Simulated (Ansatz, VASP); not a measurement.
## Na3BPd in VASP and in Ansatz

```
Na B Pd
1.0
     4.08346    0.00000    0.00000
     0.00000    4.97189    0.00000
    -0.21240    0.00000   11.45254
Na B Pd
6 2 2
Direct
  0.52460 0.50000 0.49945
  0.04474 0.50000 0.00070
  0.51018 0.00000 0.15010
  0.04976 0.00000 0.64985
  0.04920 0.00000 0.35026
  0.52526 0.00000 0.85029
  0.27938 0.50000 0.25021
  0.28822 0.50000 0.74975
  0.77982 0.50000 0.24963
  0.78807 0.50000 0.74975
```

Change from the starting cell: the structure that the rattled cell fell into.

Alike in both runs: task single point; functional PBE; k mesh 4 × 4 × 2; occupations gaussian, width 0.1 eV; no spin polarisation.

|  | VASP | Ansatz |
| --- | --- | --- |
| version | VASP 6.6.1 | Ansatz 0.2.0 |
| potentials or method | VASP PAW PBE potentials, release 64 (Na_pv, B, Pd), cutoff 520 eV | scalar-relativistic, plane waves, PAW |
| valence electrons in the cell | 68 | 96 |

VASP gave:

| Property | Result |
| --- | --- |
| gap on the k mesh at the Fermi level (eV) | none |
| pressure (GPa) | -0.2 |
| traceless stress, the component that is largest in VASP (GPa) | 1.11 |
| rms of the force components (eV/Å) | 0.009 |

Problem. What did Ansatz give for the same quantities?

Solution. gap on the k mesh at the Fermi level (eV): none; pressure (GPa): -0.2; traceless stress, the component that is largest in VASP (GPa): 1.13; rms of the force components (eV/Å): 0.009.

Atom by atom the forces differ by 0.001 eV/Å (rms over components). A gap of «none» marks a metal or a gap that the smearing closes. VASP's potentials hold 68 valence electrons a cell and Ansatz's 96, so a difference there can come from the potentials and not from the codes.

The k mesh is coarse, so the values compare programs but aren't converged.
